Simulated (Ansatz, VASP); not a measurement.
## NbAs in VASP and in Ansatz

Contents of INCAR:

```
SYSTEM = NbAs
  PREC = Accurate
  ENCUT = 520
  EDIFF = 1E-7
  ISMEAR = -1
  SIGMA = 0.05
  LREAL = .FALSE.
  LASPH = .TRUE.
  NELM = 80
  ALGO = Normal
  ISIF = 2
  LWAVE = .FALSE.
  LCHARG = .FALSE.
  GGA = CA
  NBANDS = 16
```

File KPOINTS:

```
regular mesh
0
G
  14 14 14
  0 0 0
```

POSCAR

```
NbAs
1.0
    0.0000000000      2.0553373277      2.0553373277
    2.0553373277      0.0000000000      2.0553373277
    2.0553373277      2.0553373277      0.0000000000
Nb As
1 1
Direct
    0.0000000000      0.0000000000      0.0000000000
    0.5000000000      0.5000000000      0.5000000000
```

Input for Ansatz:

```yaml
crystal:
  lattice:
    - [0.0, 2.0553373277, 2.0553373277]
    - [2.0553373277, 0.0, 2.0553373277]
    - [2.0553373277, 2.0553373277, 0.0]
  atoms:
    - { symbol: Nb, position: [0.0, 0.0, 0.0] }
    - { symbol: As, position: [0.5, 0.5, 0.5] }
kpoints:
  mp_grid: { grid: [14, 14, 14] }
scf:
  occupations: { method: fermi_dirac, width: 0.05 }
hamiltonian:
  xc: lda
  pseudopotentials: { kind: all_electron, lapw: { basis_error: 0.001 } }
output:
  forces: true
  stress: true
  eigenvalues: true
  populations: true
```

Change from the starting cell: volume scaled by 0.5, LAPW.

Alike in both runs: task single point; functional LDA; k mesh 14 × 14 × 14; occupations fermi-dirac, width 0.05 eV; no spin polarisation.

```csv
,VASP,Ansatz
version,VASP 6.6.1,Ansatz 0.2.0
potentials or method,"VASP PAW LDA potentials, release 64 (Nb_sv, As), cutoff 520 eV","all-electron LAPW, scalar-relativistic"
```

Ansatz gave:

```
pressure (GPa) : 494.7
```

Task: Estimate VASP's values.

Result: Pressure (GPa): 505.6.

LDA's correlation is that of Perdew and Zunger in VASP and of Perdew and Wang (1992) in Ansatz. Both programs put the cell under a high pressure, so it lies far from rest at this level. Ansatz ran all-electron here, and VASP with PAW potentials.

Noted on VASP's run: the cell as given lies far from equilibrium.
